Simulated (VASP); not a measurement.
Nd3Si2I:

```
Nd Si I
1.0
     6.35594    0.00000    0.00000
    -3.17797    5.50440    0.00000
     0.00000    0.00000    4.81822
Nd Si I
3 2 1
Direct
  0.34528 0.00000 0.50000
  0.00000 0.34528 0.50000
  0.65472 0.65472 0.50000
  0.33333 0.66667 0.50000
  0.66667 0.33333 0.50000
  0.00000 0.00000 0.50000
```

The cell was generated, and may not be a known phase.

```yaml
Program: VASP 6.6.1
Task: relaxation of cell and atoms
Functional: PBE
Potentials_or_basis: VASP PAW PBE potentials, release 64 (Nd_3, Si, I), 4f in core
Cutoff: 500 eV
k_mesh: 2 × 2 × 3
Occupations: gaussian, width 0.15 eV
Spin: no spin polarisation
```

At the start: pressure 86.5 GPa; volume 28.09 Å³/atom.

Task: Where does the relaxation end?

Result: Over 23 steps the energy falls by 5887.9 meV/atom and the volume is 39.66 Å³/atom (+41.2 %); space group P-62m (No. 189, to 0.1 Å) before and after.

Step by step:
| step | energy change (eV) | largest force (eV/Å) | pressure (GPa) | volume (Å³) |
| --- | --- | --- | --- | --- |
| 1 | 0.0000 | 8.9168 | 86.55 | 168.57 |
| 2 | -20.4629 | 0.3362 | -4.43 | 732.88 |
| 3 | -24.1796 | 0.3027 | -4.38 | 624.05 |
| 4 | -26.7687 | 0.2615 | -4.63 | 550.00 |
| 5 | -33.4214 | 0.7799 | -1.01 | 332.74 |
| 6 | -33.4265 | 0.9162 | 0.21 | 318.33 |
| 7 | -33.5005 | 0.7607 | -0.49 | 325.95 |
| 8 | -33.5029 | 0.7990 | -0.23 | 322.32 |
| 9 | -33.6499 | 0.7328 | -0.53 | 318.29 |
| 10 | -34.1954 | 0.4521 | -1.50 | 305.71 |
| 11 | -34.8374 | 0.5978 | -3.07 | 278.24 |
| 12 | -34.8964 | 0.6690 | -2.90 | 273.16 |
| 13 | -34.9800 | 0.8435 | -2.41 | 262.10 |
| 14 | -34.8753 | 1.2721 | -0.79 | 240.56 |
| 15 | -34.9935 | 0.9199 | -2.15 | 257.60 |
| 16 | -35.0570 | 0.8652 | -1.86 | 255.23 |
| 17 | -35.1894 | 0.6820 | -0.87 | 248.17 |
| 18 | -35.1480 | 0.2303 | 1.71 | 234.33 |
| 19 | -35.2244 | 0.5215 | 0.06 | 242.60 |
| 20 | -35.2542 | 0.4418 | 0.05 | 241.89 |
| 21 | -35.3131 | 0.2219 | 0.08 | 239.71 |
| 22 | -35.2936 | 0.1415 | 0.35 | 235.21 |
| 23 | -35.3276 | 0.0648 | 0.15 | 237.94 |

Final structure:
```yaml
crystal:
  lattice:
    - [8.83367, 0.00000, 0.00000]
    - [-4.41683, 7.65018, 0.00000]
    - [0.00000, 0.00000, 3.52098]
  atoms:
    - { symbol: Nd, position: [0.36014, 0.00000, 0.50000] }
    - { symbol: Nd, position: [0.00000, 0.36014, 0.50000] }
    - { symbol: Nd, position: [0.63986, 0.63986, 0.50000] }
    - { symbol: Si, position: [0.33333, 0.66667, 0.50000] }
    - { symbol: Si, position: [0.66667, 0.33333, 0.50000] }
    - { symbol: I, position: [0.00000, 0.00000, 0.50000] }
```

Caveat: the k points lie up to 0.59 Å⁻¹ apart in the final cell; the volume moved by over 15 % at a fixed basis, so the end points are rough; the run has no spin polarisation, though such a crystal can be magnetic; the relaxation stopped at a loose force limit of 0.08 eV/Å, so its end isn't a converged minimum.
